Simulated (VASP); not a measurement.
## SrCl2: single point with HF

The system is SrCl2.

```
CELL_PARAMETERS angstrom
0.00000 3.49765 3.49765
3.49765 0.00000 3.49765
3.49765 3.49765 0.00000
ATOMIC_POSITIONS crystal
Sr 0.00000 0.00000 0.00000
Cl 0.25000 0.25000 0.25000
Cl 0.75000 0.75000 0.75000
```

```yaml
Program: VASP 6.6.1
Task: single point
Functional: HF
Potentials_or_basis: VASP PAW PBE potentials, release 64 (Sr_sv, Cl)
Cutoff: 520 eV
k_mesh: 4 × 4 × 4
Occupations: gaussian, width 0.01 eV
Spin: no spin polarisation
```

| Item | Value |
| --- | --- |
| Pressure | 3.5 GPa |
| Band gap on the k mesh | 13.47 eV (least direct gap 13.79 eV) |

Levels at points of the mesh, in eV from the valence-band top:
```
           k point  band 8  band 9  band 10  band 11  band 12  band 13  band 14  band 15  band 16  band 17
(0.00, 0.00, 0.00)   -2.69   -2.69    -0.45    -0.45    -0.45    13.47    15.03    15.03    17.51    17.51
(0.50, 0.00, 0.00)   -1.93   -1.84    -1.67    -1.37    -1.37    15.72    15.81    15.81    17.13    17.93
(0.50, 0.50, 0.00)   -2.47   -2.47    -0.46    -0.46     0.00    13.79    16.42    17.21    17.32    17.72
```

It took 48 min on 1 thread of Intel Xeon 8259CL, on a shared host, peak memory 0.26 GiB.

Caveat: the cell stands under pressure; the PAW data sets were made with another functional, which shifts forces and pressure a little. A k mesh can miss the band edges.
